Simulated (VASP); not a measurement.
# AgC2 (Fm-3m) in VASP: a series of runs

AgC2 is run at these levels: PBE; tasks: single point, relaxation of cell and atoms.

Everything below comes from runs of VASP 6.6.1. Logs are shortened: lines on timing, memory, paths and dates and some standing lists are left out, and cuts for length are marked.

**1. The cell of the first run**

It takes space group Fm-3m (No. 225, cubic). The conventional cell has a = 5.199 Å, b = 5.199 Å, c = 5.199 Å, α = 90.00°, β = 90.00°, γ = 90.00°. Within 3.0 Å of Ag (site symmetry m-3m) lie 8 C at 2.25 Å. C (site symmetry -43m) has 4 Ag at 2.25 Å and 6 C at 2.60 Å within 3.0 Å.

The cell was built from a structure type or drawn by symmetry, and may not be a known phase.

**2. Single point, PBE**

The input, INCAR:

```
PREC = Accurate ; ENCUT = 600
EDIFF = 1E-6 ; ISMEAR = 0
SIGMA = 0.2 ; LREAL = False
LASPH = True ; NELM = 120
ALGO = Normal ; ISIF = 2
LWAVE = False ; LCHARG = False
GGA = PE ; NBANDS = 16
GGA_COMPAT = False
```

The input, KPOINTS:

```
Automatic mesh
0
Gamma
  6 6 6
```

The input, POSCAR:

```
AgC2
1.0
    0.0000000000      2.5996063051      2.5996063051
    2.5996063051      0.0000000000      2.5996063051
    2.5996063051      2.5996063051      0.0000000000
Ag C
1 2
Direct
    0.0000000000      0.0000000000      0.0000000000
    0.2500000000      0.2500000000      0.2500000000
    0.7500000000      0.7500000000      0.7500000000
```

Potentials or basis: VASP PAW PBE potentials, release 64 (Ag, C).

Launch:

```
$ cat potpaw_PBE.64/Ag/POTCAR potpaw_PBE.64/C/POTCAR > POTCAR
$ mpirun -np 1 vasp_std > vasp.out
```

OUTCAR:

```text
PREC = Accurate
   ENCUT = 600
   EDIFF = 1E-6
   ISMEAR = 0
   LREAL = False
   LASPH = True
   NELM = 120
   ISIF = 2
   GGA = PE

 ion  position               nearest neighbor table
   1  0.000  0.000  0.000-   3 2.25   3 2.25   3 2.25   2 2.25   3 2.25   2 2.25   2 2.25   2 2.25

   2  0.250  0.250  0.250-   1 2.25   1 2.25   1 2.25   1 2.25
   3  0.750  0.750  0.750-   1 2.25   1 2.25   1 2.25   1 2.25

  LATTYP: Found a face centered cubic cell.
 ALAT       =     5.1992126102

  Lattice vectors:

 A1 = (   0.0000000000,   2.5996063051,   2.5996063051)
 A2 = (   2.5996063051,   0.0000000000,   2.5996063051)
 A3 = (   2.5996063051,   2.5996063051,   0.0000000000)

Analysis of symmetry for initial positions (statically):
=====================================================================
 Subroutine PRICEL returns:
 Original cell was already a primitive cell.

 Routine SETGRP: Setting up the symmetry group for a
 face centered cubic supercell.

 Subroutine GETGRP returns: Found 48 space group operations
 (whereof 48 operations were pure point group operations)
 out of a pool of 48 trial point group operations.

The static configuration has the point symmetry O_h .

Analysis of symmetry for dynamics (positions and initial velocities):
=====================================================================
 Subroutine PRICEL returns:
 Original cell was already a primitive cell.

 Routine SETGRP: Setting up the symmetry group for a
 face centered cubic supercell.

 Subroutine GETGRP returns: Found 48 space group operations
 (whereof 48 operations were pure point group operations)
 out of a pool of 48 trial point group operations.

The dynamic configuration has the point symmetry O_h .

 Subroutine INISYM returns: Found 48 space group operations
 (whereof 48 operations are pure point group operations),
 and found     1 'primitive' translations

----------------------------------------------------------------------------------------

                                     Primitive cell

  volume of cell :      35.1360

  direct lattice vectors                    reciprocal lattice vectors
     0.000000000  2.599606305  2.599606305    -0.192336816  0.192336816  0.192336816
     2.599606305  0.000000000  2.599606305     0.192336816 -0.192336816  0.192336816
     2.599606305  2.599606305  0.000000000     0.192336816  0.192336816 -0.192336816

  length of vectors
     3.676398494  3.676398494  3.676398494     0.333137138  0.333137138  0.333137138

  position of ions in fractional coordinates (direct lattice)
     0.000000000  0.000000000  0.000000000
     0.250000000  0.250000000  0.250000000
     0.750000000  0.750000000  0.750000000

  ion indices of the primitive-cell ions
   primitive index   ion index
                 1           1
                 2           2
                 3           3

----------------------------------------------------------------------------------------

 KPOINTS: Automatic mesh

Automatic generation of k-mesh.
 Grid dimensions read from file:
 generate k-points for:    6    6    6

 Generating k-lattice:

  Cartesian coordinates                     Fractional coordinates (reciprocal lattice)
    -0.032056136  0.032056136  0.032056136     0.166666667  0.000000000  0.000000000
     0.032056136 -0.032056136  0.032056136     0.000000000  0.166666667  0.000000000
     0.032056136  0.032056136 -0.032056136     0.000000000  0.000000000  0.166666667

  Length of vectors
     0.055522856  0.055522856  0.055522856

  Shift w.r.t. Gamma in fractional coordinates (k-lattice)
     0.000000000  0.000000000  0.000000000

 Subroutine IBZKPT returns following result:
 ===========================================

 Found     16 irreducible k-points:

 Following reciprocal coordinates:
            Coordinates               Weight
  0.000000  0.000000  0.000000      1.000000
  0.166667  0.000000  0.000000      8.000000
  0.333333  0.000000  0.000000      8.000000
  0.500000  0.000000  0.000000      4.000000
  0.166667  0.166667  0.000000      6.000000
  0.333333  0.166667  0.000000     24.000000
[... 8 lines left out ...]
 -0.333333  0.333333  0.166667     24.000000
 -0.333333  0.500000  0.166667     12.000000
   k-points           NKPTS =     16   k-points in BZ     NKDIM =     16   number of bands    NBANDS=     16
   number of dos      NEDOS =    301   number of ions     NIONS =      3
   total plane-waves  NPLWV =  27000
   dimension x,y,z NGX =    30 NGY =   30 NGZ =   30
   dimension x,y,z NGXF=    60 NGYF=   60 NGZF=   60
   ions per type =               1   2
   NGX,Y,Z   is equivalent  to a cutoff of  13.57, 13.57, 13.57 a.u.
   NGXF,Y,Z  is equivalent  to a cutoff of  27.13, 27.13, 27.13 a.u.
 SYSTEM =  unknown system
   PREC   = accura    normal or accurate (medium, high low for compatibility)
   ISTART =      0    job   : 0-new  1-cont  2-samecut
   ICHARG =      2    charge: 1-file 2-atom 10-const
   ISPIN  =      1    spin polarized calculation?
   LNONCOLLINEAR =      F non collinear calculations
   LSORBIT =      F    spin-orbit coupling
   LASPH  =      T    aspherical Exc in radial PAW
   ENCUT  =  600.0 eV  44.10 Ry    6.64 a.u.   7.34  7.34  7.34*2*pi/ulx,y,z
   NELM   =    120;   NELMIN=  2; NELMDL= -5     # of ELM steps
   EDIFF  = 0.1E-05   stopping-criterion for ELM
   LREAL  =      F    real-space projection
   EDIFFG = 0.1E-04   stopping-criterion for IOM
   NSW    =      0    number of steps for IOM
   IBRION =     -1    ionic relax: 0-MD 1-quasi-New 2-CG
   NFREE  =      0    steps in history (QN), initial steepest desc. (CG)
   ISIF   =      2    stress and relaxation
   ISYM   =      2    0-nonsym 1-usesym 2-fastsym
   POTIM  = 0.5000    time-step for ionic-motion
   TEBEG  =    0.0;   TEEND  =   0.0 temperature during run
   PSTRESS=    0.0 pullay stress
   NELECT =      19.0000    total number of electrons
   NUPDOWN=      -1.0000    fix difference up-down
   EMIN   =  10.00;   EMAX   =-10.00  energy-range for DOS
   EFERMI =   0.00;   METHOD = LEGACY
   ISMEAR =     0;   SIGMA  =   0.20  broadening in eV -4-tet -1-fermi 0-gaus
   EFERMI_NEDOS =   21; number of points for ismear=-14 and -15
   IALGO  =     38    algorithm
   IMIX   =      4    mixing-type and parameters
     AMIX     =   0.40;   BMIX     =  1.00
     AMIX_MAG =   1.60;   BMIX_MAG =  1.00
  volume/ion in A,a.u.               =      11.71        79.04
  Fermi-wavevector in a.u.,A,eV,Ry     =   1.333752  2.520426 24.203331  1.778895
  Thomas-Fermi vector in A             =   2.462586
   LORBIT       =      0    0 simple, 1 ext, 2 COOP (PROOUT), +10 PAW based schemes
   GGA     = PE    functional components
   LHFCALC =     F    Hartree Fock is set to
   AEXX    =    0.0000 exact exchange contribution
   IVDW    =     0    specifies the selected vdW correction
   LEPSILON=     F    determine dielectric tensor
   LRPA    =     F    only Hartree local field effects (RPA)
 non-spin polarized calculation
 Gauss-broadening in eV      SIGMA  =   0.20
  energy-cutoff  :      600.00
  volume of cell :       35.14
 maximum number of plane-waves:      1211
 NGX is ok and might be reduce to    30
   NGX = 15   NGY = 15   NGZ = 15

 number of electron      19.0000000 magnetization

 Free energy of the ion-electron system (eV)
  ---------------------------------------------------
  ext. energy  EPLUGINS =         0.00000000
  ---------------------------------------------------
  free energy    TOTEN  =       -12.20853963 eV

  energy without entropy =      -12.16829828  energy(sigma->0) =      -12.18841895

 E-fermi :   6.2734     XC(G=0): -11.6483

 val. band max:        6.2020660664   @ k =  -0.1667   0.1667   0.0000
 cond. band min:       6.2955453472   @ k =  -0.3333   0.3333   0.0000
 fundamental gap:      0.0934792808
 Fermi energy:         6.2734434477

 k-point     1 :       0.0000    0.0000    0.0000
  band No.  band energies     occupation
      1      -7.1445      2.00000
      2      -0.8196      2.00000
      3      -0.8196      2.00000
      4      -0.8196      2.00000
      5       0.3460      2.00000
      6       1.1579      2.00000
[... 8 lines left out ...]
     15      15.6865      0.00000
     16      15.6865      0.00000

 k-point     2 :       0.1667    0.0000    0.0000
  band No.  band energies     occupation
      1      -6.7719      2.00000
      2      -1.9789      2.00000
      3      -0.6613      2.00000
      4      -0.6613      2.00000
      5       1.1062      2.00000
      6       1.1062      2.00000
[... 8 lines left out ...]
     15      16.6073      0.00000
     16      16.6073      0.00000

 k-point     3 :       0.3333    0.0000    0.0000
  band No.  band energies     occupation
      1      -5.7936      2.00000
      2      -3.1571      2.00000
      3      -0.3811      2.00000
      4      -0.3811      2.00000
      5       1.1450      2.00000
      6       1.1450      2.00000
[... 8 lines left out ...]
     15      17.9909      0.00000
     16      18.8742      0.00000

 k-point     4 :       0.5000    0.0000    0.0000
  band No.  band energies     occupation
      1      -4.9572      2.00000
      2      -3.8415      2.00000
      3      -0.2858      2.00000
      4      -0.2858      2.00000
      5       1.2915      2.00000
      6       1.2915      2.00000
[... 8 lines left out ...]
     15      17.8624      0.00000
     16      20.8357      0.00000
[... 172 lines left out ...]
 k-point    14 :       0.5000    0.3333    0.1667
  band No.  band energies     occupation
      1      -4.9835      2.00000
      2      -3.5450      2.00000
      3      -0.2730      2.00000
      4       0.1793      2.00000
      5       0.6143      2.00000
      6       1.3397      2.00000
[... 8 lines left out ...]
     15      18.0845      0.00000
     16      20.9053      0.00000

 k-point    15 :      -0.3333    0.3333    0.1667
  band No.  band energies     occupation
      1      -4.2563      2.00000
      2      -3.9212      2.00000
      3      -0.2676      2.00000
      4       0.3385      2.00000
      5       0.7566      2.00000
      6       1.3630      2.00000
[... 8 lines left out ...]
     15      16.7741      0.00000
     16      21.7077      0.00000

 k-point    16 :      -0.3333    0.5000    0.1667
  band No.  band energies     occupation
      1      -4.0321      2.00000
      2      -3.8573      2.00000
      3      -0.5829      2.00000
      4       0.7535      2.00000
      5       0.7899      2.00000
      6       1.0982      2.00000
[... 8 lines left out ...]
     15      18.0554      0.00000
     16      21.1366      0.00000

------------------------ aborting loop because EDIFF is reached ----------------------------------------

  FORCE on cell =-STRESS in cart. coord.  units (eV):
  Direction    XX          YY          ZZ          XY          YZ          ZX
  --------------------------------------------------------------------------------------
  -------------------------------------------------------------------------------------
  Total       -0.0667181     -0.0667181     -0.0667181      0.0000000      0.0000000      0.0000000
  in kB       -3.0422977     -3.0422977     -3.0422977      0.0000000      0.0000000      0.0000000
  external PRESSURE =      -3.0422977 kB  Pullay stress =       0.0000000 kB

 VOLUME and BASIS-vectors are now :
 -----------------------------------------------------------------------------
  energy-cutoff  :      600.00
  volume of cell :       35.14
      direct lattice vectors                 reciprocal lattice vectors
     0.000000000  2.599606305  2.599606305    -0.192336816  0.192336816  0.192336816
     2.599606305  0.000000000  2.599606305     0.192336816 -0.192336816  0.192336816
     2.599606305  2.599606305  0.000000000     0.192336816  0.192336816 -0.192336816

 POSITION                                       TOTAL-FORCE (eV/Angst)
 -----------------------------------------------------------------------------------
      0.00000      0.00000      0.00000        -0.000000      0.000000     -0.000000
      1.29980      1.29980      1.29980        -0.000000      0.000000      0.000000
      3.89941      3.89941      3.89941         0.000000     -0.000000     -0.000000
 -----------------------------------------------------------------------------------
    total drift:                                0.000000     -0.000000     -0.000000

  FREE ENERGIE OF THE ION-ELECTRON SYSTEM (eV)
  ---------------------------------------------------
  free  energy   TOTEN  =       -12.2085396274 eV

  energy  without entropy=      -12.1682982771  energy(sigma->0) =      -12.18841895
```

Wall time 9.5 s (1 thread of Intel Xeon Platinum 8559C (Emerald Rapids), shared host); peak memory 0.17 GiB.

What came out:

```yaml
Free_energy: -12.2085 eV
Pressure: -0.3 GPa
Band_gap_on_the_k_mesh: zero (an odd number of electrons rules out a gap without spin polarisation)
```

**3. Relaxation of cell and atoms, PBE**

This run uses another cell than the first one, of 14.27 Å³/atom.

The input, INCAR:

```
PREC = Accurate ; ENCUT = 600
EDIFF = 1E-7 ; ISMEAR = 0
SIGMA = 0.2 ; LREAL = F
LASPH = T ; NELM = 120
ALGO = Normal ; ISIF = 3
LWAVE = F ; LCHARG = F
GGA = PE ; IBRION = 2
NSW = 36 ; EDIFFG = -0.08
GGA_COMPAT = F ; NELMIN = 4
```

The input, KPOINTS:

```
regular mesh
0
Gamma
  6 6 6
```

The input, POSCAR:

```
AgC2
1.0
    0.0000000000      2.7763841600      2.7763841600
    2.7763841600      0.0000000000      2.7763841600
    2.7763841600      2.7763841600      0.0000000000
Ag C
1 2
Direct
    0.0000000000      0.0000000000      0.0000000000
    0.2500000000      0.2500000000      0.2500000000
    0.7500000000      0.7500000000      0.7500000000
```

Potentials or basis: VASP PAW PBE potentials, release 64 (Ag, C).

Launch:

```
$ cat potpaw_PBE.64/Ag/POTCAR potpaw_PBE.64/C/POTCAR > POTCAR
$ mpirun -np 1 vasp_std > vasp.out
```

It took 18 s on 1 thread of Intel Xeon Platinum 8559C (Emerald Rapids), shared host; peak memory 0.19 GiB.

It converged, with:

| Item | Value |
| --- | --- |
| Free energy | -12.2153 eV |
| Relaxed volume | 11.69 Å³/atom |
| Relaxed cell | a = 3.674 Å, b = 3.674 Å, c = 3.674 Å, α = 60.00°, β = 60.00°, γ = 60.00° |
| Space group after relaxing (to 0.1 Å) | Fm-3m (No. 225) |
| Energy gained by relaxing | 170.4 meV/atom |
| Ionic steps | 3 |
| Pressure after relaxing | 0.0 GPa |
| Band gap on the k mesh | zero (an odd number of electrons rules out a gap without spin polarisation) |

The path:
```csv
step,energy change (eV),largest force (eV/Å),pressure (GPa),volume (Å³)
1,0.0000,0.0000,-17.51,42.80
2,-0.4915,0.0000,5.44,33.85
3,-0.5113,0.0000,0.01,35.06
```

Final structure:
```
CELL_PARAMETERS angstrom
0.00000 2.59773 2.59773
2.59773 0.00000 2.59773
2.59773 2.59773 0.00000
ATOMIC_POSITIONS crystal
Ag 0.00000 0.00000 0.00000
C 0.25000 0.25000 0.25000
C 0.75000 0.75000 0.75000
```

Levels at points of the mesh, in eV from the Fermi level:
```tsv
k point	band 7	band 8	band 9	band 10	band 11	band 12	band 13
(0.00, 0.00, 0.00)	-5.13	1.85	1.85	1.85	1.97	1.97	1.97
(0.50, 0.00, 0.00)	-4.51	-0.78	-0.78	-0.35	0.38	2.33	2.33
(0.50, 0.50, 0.00)	-3.50	-3.36	-3.36	-1.82	3.44	4.02	4.02
```

Caveat: the volume moved by over 15 % at a fixed basis, so the end points are rough.
